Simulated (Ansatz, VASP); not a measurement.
## Fe in VASP and in Ansatz

Contents of INCAR:

```
ALGO     = Normal         # electronic algorithm
EDIFF    = 1E-6           # SCF threshold, eV
ENCUT    = 520            # plane-wave cutoff, eV
GGA      = RE             # functional
ISIF     = 2              # what is computed and relaxed
ISMEAR   = -1             # smearing method
ISPIN    = 2              # spin polarisation
LASPH    = T              # aspherical terms in the spheres
LCHARG   = F              # write CHGCAR
LMAXMIX  = 4              # l up to which the mixer works
LORBIT   = 11             # projections on sites
LREAL    = F              # projectors in reciprocal space
LWAVE    = F              # write WAVECAR
MAGMOM   = 3              # initial moments
NBANDS   = 14             # bands
NELM     = 150            # most SCF steps
PREC     = Accurate       # precision mode
SIGMA    = 0.05           # smearing width, eV
```

KPOINTS

```
k-points
0
Gamma
  13 13 13
```

File POSCAR:

```
Fe
1.0
    0.0000000000      1.9417396906      1.9651051623
    1.4984397099      0.0000000000      1.9651051623
    1.4984397099      1.9417396906      0.0000000000
Fe
1
Direct
    0.0000000000      0.0000000000      0.0000000000
```

input.yaml

```yaml
crystal:
  lattice:
    - [0.0, 1.9417396906, 1.9651051623]
    - [1.4984397099, 0.0, 1.9651051623]
    - [1.4984397099, 1.9417396906, 0.0]
  atoms:
    - { symbol: Fe, position: [0.0, 0.0, 0.0], spin: 3.0 }
hamiltonian:
  xc: revpbe
  pseudopotentials: { kind: paw }
magnetization:
  spin_polarized: true
kpoints:
  mp_grid: { grid: [13, 13, 13] }
  band_path:
    path:
      - [[0.0, 0.0, 0.0], [0.5, 0.0, 0.5], [0.5, 0.246480624, 0.746480624], [0.0742892414, 0.5, 0.5742892414], [0.0, 0.5, 0.5], [0.0, 0.0, 0.0], [0.5, 0.5, 0.0], [0.9257107586, 0.5, 0.4257107586], [0.923912117, 0.423912117, 0.5], [0.5, 0.246480624, 0.746480624]]
      - [[0.5, 0.753519376, 0.253519376], [0.5, 0.5, 0.0]]
      - [[0.0, 0.5, 0.5], [0.076087883, 0.576087883, 0.5]]
      - [[0.923912117, 0.423912117, 0.5], [0.5, 0.0, 0.5]]
      - [[0.5, 0.5, 0.5], [0.0, 0.0, 0.0]]
    npoints: 14
scf:
  occupations: { method: fermi_dirac, width: 0.05 }
  n_extra_bands: 6
output:
  forces: true
  stress: true
  eigenvalues: true
  fatbands: false
  write_density: true
  write_potential: true
  elf: true
  volumetric_format: npy
```

Alike in both runs: functional revPBE; k mesh 13 × 13 × 13; occupations fermi-dirac, width 0.05 eV; collinear spin.

```csv
,VASP,Ansatz
version,VASP 6.6.1,Ansatz 0.2.0
potentials or method,"VASP PAW PBE potentials, release 64 (Fe)",Ansatz PAW
plane-wave cutoff (eV),520,420
valence electrons in the cell,8,16
task,single point,band structure
```

Ansatz gave:

* gap on the k mesh at the Fermi level (eV): none
* pressure (GPa): 3.4
* traceless stress, the component that is largest in VASP (GPa): -5.08
* net moment per atom (μB): 2.20
* size of the moment on the site where the two differ most (μB): 2.25

Problem. Estimate VASP's values.

Solution. gap on the k mesh at the Fermi level (eV): none; pressure (GPa): 3.5; traceless stress, the component that is largest in VASP (GPa): -4.89; net moment per atom (μB): 2.23; size of the moment on the site where the two differ most (μB): 2.23.

VASP's potentials were made for PBE, not for revPBE. Site moments also hang on the region over which each program counts them. A gap of «none» marks a metal or a gap that the smearing closes. VASP's potentials hold 8 valence electrons a cell and Ansatz's 16, so a difference there can come from the potentials and not from the codes.
